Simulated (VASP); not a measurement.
Here is a VASP 6.6.1 calculation.

Contents of INCAR:

```
  ALGO = Fast
  DIPOL = 0.5 0.5 0.500
  EDIFF = 1E-6
  EDIFFG = -0.03
  ENCUT = 520
  IBRION = 2
  IDIPOL = 3
  ISIF = 2
  ISMEAR = 0
  LASPH = True
  LCHARG = False
  LDIPOL = True
  LREAL = False
  LWAVE = False
  NELM = 80
  NSW = 70
  PREC = Accurate
  SIGMA = 0.1
```

The input KPOINTS:

```
k-points
0
Gamma
  11 11 1
```

Contents of POSCAR:

```
Cu
1.0
    2.4875770281      0.0000000000      0.0000000000
    0.0000000000      2.4875770281      0.0000000000
    0.0000000000      0.0000000000     17.5179651706
Cu
3
Selective dynamics
Direct
    0.5000000000      0.5000000000      0.3995897886  F F F
    0.0000000000      0.0000000000      0.5000000000  T T T
    0.5000000000      0.5000000000      0.6004102114  T T T
```

Potentials or basis: VASP PAW LDA potentials, release 64 (Cu).

The run is started by

```bash
$ cat potpaw_LDA.64/Cu/POTCAR > POTCAR
$ mpirun -np 1 vasp_std > vasp.out
```

(1) Predict the energy gained by relaxing.

Results:

(1) 3.0 meV/atom.
